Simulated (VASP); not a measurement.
Ti3C2, 10 atoms in the cell. The cell holds a slab with vacuum, 10 atoms: a = 3.064 Å, b = 3.064 Å, c = 21.119 Å, α = 90.00°, β = 90.00°, γ = 60.00°.  This cell differs from its parent crystal: the distance across one plane changed.

| Item | Value |
| --- | --- |
| Program | VASP 6.6.1 |
| Task | single point |
| Functional | r2SCAN |
| Potentials or basis | VASP PAW PBE potentials, release 64 (Ti_sv, C) |
| Cutoff | 520 eV |
| k mesh | 14 × 14 × 3 |
| Occupations | gaussian, width 0.15 eV |
| Spin | no spin polarisation |
| Dipole correction | no |
| Further INCAR settings | ALGO = Normal; EDIFF = 1e-07; NBANDS = 55 |

Potentials or basis: VASP PAW PBE potentials, release 64 (Ti_sv, C).

Command:

```bash
$ cat potpaw_PBE.64/Ti_sv/POTCAR potpaw_PBE.64/C/POTCAR > POTCAR
$ cp INCAR.step1 INCAR
$ mpirun -np 1 vasp_std > vasp.out
$ cp INCAR.step2 INCAR
$ mpirun -np 1 vasp_std > vasp.out
```

Hardware: 1 thread of Oxide Virtual Turin-like Processor, on a shared host.

Task: Estimate the wall time of this run.

Result: Wall time 97 min on 1 thread of Oxide Virtual Turin-like Processor, on a shared host, peak memory 0.5 GiB. Counts: k points 48.
